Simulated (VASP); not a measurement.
# Ni (Fm-3m) in VASP: single point with PBE

Aim: the single point of Ni with PBE.

Program: VASP 6.6.1. These are calculated values, not measurements. Logs are shortened: lines on timing, memory, paths and dates and some standing lists are left out, and cuts for length are marked.

## Step 1: The cell of the first run

The structure is cubic, space group Fm-3m (No. 225). The conventional cell has a = 3.518 Å, b = 3.518 Å, c = 3.518 Å, α = 90.00°, β = 90.00°, γ = 90.00°. Ni (site symmetry m-3m) has 12 Ni at 2.49 Å within 3.3 Å.

## Step 2: Single point, PBE, collinear spin, ferromagnetic start

POSCAR

```
Ni
1.0
    0.0000000000      1.7592377746      1.7592377746
    1.7592377746      0.0000000000      1.7592377746
    1.7592377746      1.7592377746      0.0000000000
Ni
1
Direct
    0.0000000000      0.0000000000      0.0000000000
```

INCAR.step1

```
ALGO = Normal
EDIFF = 1E-7
ENCUT = 520
GGA = PE
ISIF = 2
ISMEAR = 0
ISPIN = 2
LASPH = T
LCHARG = T
LMAXMIX = 4
LREAL = F
LWAVE = F
MAGMOM = 0.75
NBANDS = 15
NELM = 150
PREC = Accurate
SIGMA = 0.1
```

KPOINTS.step1

```
k-points
0
Gamma
  20 20 20
```

INCAR.step2

```
ALGO = Normal
EDIFF = 1E-7
ENCUT = 520
GGA = PE
ICHARG = 11
ISIF = 2
ISMEAR = -5
ISPIN = 2
LASPH = T
LCHARG = F
LMAXMIX = 4
LORBIT = 10
LREAL = F
LWAVE = F
MAGMOM = 0.75
NBANDS = 15
NEDOS = 1001
NELM = 150
PREC = Accurate
SIGMA = 0.1
```

KPOINTS.step2

```
k-points
0
Gamma
  30 30 30
```

Potentials or basis: VASP PAW PBE potentials, release 64 (Ni).

Command:

```sh
$ cat potpaw_PBE.64/Ni/POTCAR > POTCAR
$ cp INCAR.step1 INCAR
$ cp KPOINTS.step1 KPOINTS
$ mpirun -np 1 vasp_std > vasp.out
$ cp INCAR.step2 INCAR
$ cp KPOINTS.step2 KPOINTS
$ mpirun -np 1 vasp_std > vasp.out
```

OUTCAR:

```text
EDIFF = 1E-7
   ENCUT = 520
   GGA = PE
   ICHARG = 11
   ISIF = 2
   ISMEAR = -5
   ISPIN = 2
   LASPH = T
   LORBIT = 10
   LREAL = F
   NELM = 150
   PREC = Accurate

 ion  position               nearest neighbor table
   1  0.000  0.000  0.000-

  LATTYP: Found a face centered cubic cell.
 ALAT       =     3.5184755492

  Lattice vectors:

 A1 = (   0.0000000000,   1.7592377746,   1.7592377746)
 A2 = (   1.7592377746,   0.0000000000,   1.7592377746)
 A3 = (   1.7592377746,   1.7592377746,   0.0000000000)

Analysis of symmetry for initial positions (statically):
=====================================================================
 Subroutine PRICEL returns:
 Original cell was already a primitive cell.

 Routine SETGRP: Setting up the symmetry group for a
 face centered cubic supercell.

 Subroutine GETGRP returns: Found 48 space group operations
 (whereof 48 operations were pure point group operations)
 out of a pool of 48 trial point group operations.

The static configuration has the point symmetry O_h .

Analysis of symmetry for dynamics (positions and initial velocities):
=====================================================================
 Subroutine PRICEL returns:
 Original cell was already a primitive cell.

 Routine SETGRP: Setting up the symmetry group for a
 face centered cubic supercell.

 Subroutine GETGRP returns: Found 48 space group operations
 (whereof 48 operations were pure point group operations)
 out of a pool of 48 trial point group operations.

The dynamic configuration has the point symmetry O_h .

Analysis of structural, dynamic, and magnetic symmetry:
=====================================================================
 Subroutine PRICEL returns:
 Original cell was already a primitive cell.

 Routine SETGRP: Setting up the symmetry group for a
 face centered cubic supercell.

 Subroutine GETGRP returns: Found 48 space group operations
 (whereof 48 operations were pure point group operations)
 out of a pool of 48 trial point group operations.

The overall configuration has the point symmetry O_h .

 Subroutine INISYM returns: Found 48 space group operations
 (whereof 48 operations are pure point group operations),
 and found     1 'primitive' translations

----------------------------------------------------------------------------------------

                                     Primitive cell

  volume of cell :      10.8894

  direct lattice vectors                    reciprocal lattice vectors
     0.000000000  1.759237775  1.759237775    -0.284213997  0.284213997  0.284213997
     1.759237775  0.000000000  1.759237775     0.284213997 -0.284213997  0.284213997
     1.759237775  1.759237775  0.000000000     0.284213997  0.284213997 -0.284213997

  length of vectors
     2.487937920  2.487937920  2.487937920     0.492273083  0.492273083  0.492273083

  position of ions in fractional coordinates (direct lattice)
     0.000000000  0.000000000  0.000000000

  ion indices of the primitive-cell ions
   primitive index   ion index
                 1           1

----------------------------------------------------------------------------------------

 KPOINTS: k-points

Automatic generation of k-mesh.
 Grid dimensions read from file:
 generate k-points for:   30   30   30

 Generating k-lattice:

  Cartesian coordinates                     Fractional coordinates (reciprocal lattice)
    -0.009473800  0.009473800  0.009473800     0.033333333  0.000000000  0.000000000
     0.009473800 -0.009473800  0.009473800     0.000000000  0.033333333  0.000000000
     0.009473800  0.009473800 -0.009473800     0.000000000  0.000000000  0.033333333

  Length of vectors
     0.016409103  0.016409103  0.016409103

  Shift w.r.t. Gamma in fractional coordinates (k-lattice)
     0.000000000  0.000000000  0.000000000

 TETIRR: Found   3593 inequivalent tetrahedra from   162000

 Subroutine IBZKPT returns following result:
 ===========================================

 Found    752 irreducible k-points:

 Following reciprocal coordinates:
            Coordinates               Weight
  0.000000  0.000000  0.000000      1.000000
  0.033333  0.000000  0.000000      8.000000
  0.066667  0.000000  0.000000      8.000000
  0.100000  0.000000  0.000000      8.000000
  0.133333  0.000000  0.000000      8.000000
  0.166667  0.000000  0.000000      8.000000
[... 16 lines left out ...]
  0.233333  0.033333  0.000000     24.000000
  0.266667  0.033333  0.000000     24.000000
 [... further k-points ...]
   k-points           NKPTS =    752   k-points in BZ     NKDIM =    752   number of bands    NBANDS=     15
   number of dos      NEDOS =   1001   number of ions     NIONS =      1
   total plane-waves  NPLWV =   8000
   dimension x,y,z NGX =    20 NGY =   20 NGZ =   20
   dimension x,y,z NGXF=    40 NGYF=   40 NGZF=   40
   ions per type =               1
   NGX,Y,Z   is equivalent  to a cutoff of  13.36, 13.36, 13.36 a.u.
   NGXF,Y,Z  is equivalent  to a cutoff of  26.73, 26.73, 26.73 a.u.
 SYSTEM =  unknown system
   PREC   = accura    normal or accurate (medium, high low for compatibility)
   ISTART =      0    job   : 0-new  1-cont  2-samecut
   ICHARG =     11    charge: 1-file 2-atom 10-const
   ISPIN  =      2    spin polarized calculation?
   LNONCOLLINEAR =      F non collinear calculations
   LSORBIT =      F    spin-orbit coupling
   LASPH  =      T    aspherical Exc in radial PAW
   ENCUT  =  520.0 eV  38.22 Ry    6.18 a.u.   4.63  4.63  4.63*2*pi/ulx,y,z
   NELM   =    150;   NELMIN=  2; NELMDL=  0     # of ELM steps
   EDIFF  = 0.1E-06   stopping-criterion for ELM
   LREAL  =      F    real-space projection
   EDIFFG = 0.1E-05   stopping-criterion for IOM
   NSW    =      0    number of steps for IOM
   IBRION =     -1    ionic relax: 0-MD 1-quasi-New 2-CG
   NFREE  =      0    steps in history (QN), initial steepest desc. (CG)
   ISIF   =      2    stress and relaxation
   ISYM   =      2    0-nonsym 1-usesym 2-fastsym
   POTIM  = 0.5000    time-step for ionic-motion
   TEBEG  =    0.0;   TEEND  =   0.0 temperature during run
   PSTRESS=    0.0 pullay stress
   NELECT =      10.0000    total number of electrons
   NUPDOWN=      -1.0000    fix difference up-down
   EMIN   =  10.00;   EMAX   =-10.00  energy-range for DOS
   EFERMI =   0.00;   METHOD = LEGACY
   ISMEAR =    -5;   SIGMA  =   0.10  broadening in eV -4-tet -1-fermi 0-gaus
   EFERMI_NEDOS =   21; number of points for ismear=-14 and -15
   IALGO  =     38    algorithm
   IMIX   =      4    mixing-type and parameters
     AMIX     =   0.40;   BMIX     =  1.00
     AMIX_MAG =   1.60;   BMIX_MAG =  1.00
  volume/ion in A,a.u.               =      10.89        73.49
  Fermi-wavevector in a.u.,A,eV,Ry     =   1.591257  3.007039 34.451290  2.532098
  Thomas-Fermi vector in A             =   2.689825
   LORBIT       =     10    0 simple, 1 ext, 2 COOP (PROOUT), +10 PAW based schemes
   GGA     = PE    functional components
   LHFCALC =     F    Hartree Fock is set to
   AEXX    =    0.0000 exact exchange contribution
   IVDW    =     0    specifies the selected vdW correction
   LEPSILON=     F    determine dielectric tensor
   LRPA    =     F    only Hartree local field effects (RPA)
 spin polarized calculation
 Fermi weights with tetrahedron method with Bloechl corrections
  energy-cutoff  :      520.00
  volume of cell :       10.89
 maximum number of plane-waves:       305

 number of electron      10.0000009 magnetization       0.6284068

 Free energy of the ion-electron system (eV)
  ---------------------------------------------------
  ext. energy  EPLUGINS =         0.00000000
  ---------------------------------------------------
  free energy    TOTEN  =        -5.47021233 eV

  energy without entropy =       -5.47021233  energy(sigma->0) =       -5.47021233

 E-fermi :   9.3743     XC(G=0): -13.2505

 val. band max:        9.3981984131   @ k =   0.4000   0.0667   0.0000
 cond. band min:       9.3062631520   @ k =   0.3667   0.3667   0.0000
 fundamental gap:     -0.0919352611
 Fermi energy:         9.3742593911

 spin component 1

 k-point     1 :       0.0000    0.0000    0.0000
  band No.  band energies     occupation
      1       0.3604      1.00000
      2       6.9278      1.00000
      3       6.9278      1.00000
      4       6.9278      1.00000
      5       8.1053      1.00000
      6       8.1053      1.00000
      7      33.0815      0.00000
      8      36.9348      0.00000
      9      36.9349      0.00000
     10      36.9349      0.00000
     11      39.8689      0.00000
     12      39.8689      0.00000
     13      39.8689      0.00000
     14      42.8375      0.00000
     15      49.1241      0.00000

 k-point     2 :       0.0333    0.0000    0.0000
  band No.  band energies     occupation
      1       0.4040      1.00000
      2       6.9164      1.00000
      3       6.9377      1.00000
      4       6.9377      1.00000
      5       8.1009      1.00000
      6       8.1009      1.00000
      7      32.9662      0.00000
      8      36.1768      0.00000
      9      36.8174      0.00000
     10      36.8174      0.00000
     11      40.0377      0.00000
     12      40.0377      0.00000
     13      40.4412      0.00000
     14      43.1467      0.00000
     15      48.5836      0.00000
[... 365 lines left out ...]
      3       7.1639      1.00000
      4       7.1709      1.00000
      5       8.0401      1.00000
      6       8.1898      1.00000
      7      25.2013      0.00000
      8      33.0808      0.00000
      9      33.8598      0.00000
     10      36.4564      0.00000
     11      39.2968      0.00000
     12      41.8450      0.00000
     13      42.0269      0.00000
     14      44.9490      0.00000
     15      47.2260      0.00000

 k-point    24 :       0.2667    0.0333    0.0000
  band No.  band energies     occupation
      1       2.7091      1.00000
      2       6.5899      1.00000
      3       7.1554      1.00000
      4       7.1689      1.00000
      5       8.1189      1.00000
      6       8.2626      1.00000
      7      23.5319      0.00000
      8      32.8024      0.00000
      9      33.6061      0.00000
     10      36.1535      0.00000
     11      38.8633      0.00000
     12      41.1637      0.00000
     13      41.9624      0.00000
     14      45.9651      0.00000
     15      48.1599      0.00000

 [... further k-points ...]

 spin component 2

 k-point     1 :       0.0000    0.0000    0.0000
  band No.  band energies     occupation
      1       0.3244      1.00000
      2       7.6855      1.00000
      3       7.6855      1.00000
      4       7.6855      1.00000
      5       8.6917      1.00000
      6       8.6917      1.00000
      7      32.9168      0.00000
      8      36.9148      0.00000
      9      36.9148      0.00000
     10      36.9148      0.00000
     11      39.9696      0.00000
     12      39.9696      0.00000
     13      39.9696      0.00000
     14      42.7135      0.00000
     15      49.3223      0.00000

 k-point     2 :       0.0333    0.0000    0.0000
  band No.  band energies     occupation
      1       0.3680      1.00000
      2       7.6726      1.00000
      3       7.6959      1.00000
      4       7.6959      1.00000
      5       8.6871      1.00000
      6       8.6871      1.00000
      7      32.8139      0.00000
      8      36.1716      0.00000
      9      36.8074      0.00000
     10      36.8074      0.00000
     11      40.1268      0.00000
     12      40.1268      0.00000
     13      40.5010      0.00000
     14      43.0396      0.00000
     15      48.7629      0.00000
[... 365 lines left out ...]
      3       7.8774      1.00000
      4       7.8898      1.00000
      5       8.6732      1.00000
      6       8.8271      1.00000
      7      25.3201      0.00000
      8      32.9830      0.00000
      9      33.9436      0.00000
     10      36.5111      0.00000
     11      39.2895      0.00000
     12      41.8355      0.00000
     13      42.0178      0.00000
     14      45.0683      0.00000
     15      47.3567      0.00000

 k-point    24 :       0.2667    0.0333    0.0000
  band No.  band energies     occupation
      1       2.7074      1.00000
      2       7.2363      1.00000
      3       7.8423      1.00000
      4       7.8653      1.00000
      5       8.7803      1.00000
      6       8.9257      1.00000
      7      23.6753      0.00000
      8      32.7012      0.00000
      9      33.6942      0.00000
     10      36.2263      0.00000
     11      38.8662      0.00000
     12      41.1699      0.00000
     13      41.9589      0.00000
     14      46.0697      0.00000
     15      48.2664      0.00000

 [... further k-points ...]
[... 5 lines left out ...]
  --------------------------------------------------------------------------------------
  -------------------------------------------------------------------------------------
  Total        0.0122885      0.0122885      0.0122885     -0.0000000      0.0000000      0.0000000
  in kB        1.8080266      1.8080266      1.8080266     -0.0000000      0.0000000      0.0000000
  external PRESSURE =       1.8080266 kB  Pullay stress =       0.0000000 kB

 VOLUME and BASIS-vectors are now :
 -----------------------------------------------------------------------------
  energy-cutoff  :      520.00
  volume of cell :       10.89
      direct lattice vectors                 reciprocal lattice vectors
     0.000000000  1.759237775  1.759237775    -0.284213997  0.284213997  0.284213997
     1.759237775  0.000000000  1.759237775     0.284213997 -0.284213997  0.284213997
     1.759237775  1.759237775  0.000000000     0.284213997  0.284213997 -0.284213997

 POSITION                                       TOTAL-FORCE (eV/Angst)
 -----------------------------------------------------------------------------------
      0.00000      0.00000      0.00000         0.000000      0.000000      0.000000
 -----------------------------------------------------------------------------------
    total drift:                               -0.000000      0.000000      0.000000

  FREE ENERGIE OF THE ION-ELECTRON SYSTEM (eV)
  ---------------------------------------------------
  free  energy   TOTEN  =        -5.4702123300 eV

  energy  without entropy=       -5.4702123300  energy(sigma->0) =       -5.47021233

 total charge

# of ion       s       p       d       tot
------------------------------------------
    1        0.497   0.497   8.314   9.308

 magnetization (x)

# of ion       s       p       d       tot
------------------------------------------
    1       -0.007  -0.025   0.670   0.638
```

It took 4.4 min on 1 thread of Intel Xeon 8259CL, shared host; peak memory 0.3 GiB.

What came out:

```yaml
Net_moment: 0.63 μB per cell
Site_moments: Ni +0.64 μB
Valence_electrons_inside_the_program's_atomic_spheres: Ni 9.31
```

Levels at points of the mesh, in eV from the Fermi level:
Spin up:
| k point | band 2 | band 3 | band 4 | band 5 | band 6 | band 7 | band 8 | band 9 |
| --- | --- | --- | --- | --- | --- | --- | --- | --- |
| (0.00, 0.00, 0.00) | -2.45 | -2.45 | -2.45 | -1.27 | -1.27 | 23.71 | 27.56 | 27.56 |
| (0.50, 0.00, 0.00) | -2.43 | -2.43 | -0.62 | -0.62 | -0.30 | 5.64 | 22.20 | 24.65 |
| (0.50, 0.50, 0.00) | -4.20 | -0.56 | -0.49 | -0.49 | 2.44 | 9.20 | 14.81 | 14.81 |
Spin down:
```csv
k point,band 2,band 3,band 4,band 5,band 6,band 7,band 8,band 9
"(0.00, 0.00, 0.00)",-1.69,-1.69,-1.69,-0.68,-0.68,23.54,27.54,27.54
"(0.50, 0.00, 0.00)",-1.81,-1.81,-0.36,0.14,0.14,6.07,22.05,24.73
"(0.50, 0.50, 0.00)",-3.58,0.05,0.38,0.38,2.40,9.44,14.81,14.81
```

Caveat: tetrahedron occupations give inexact forces and stress in metals.
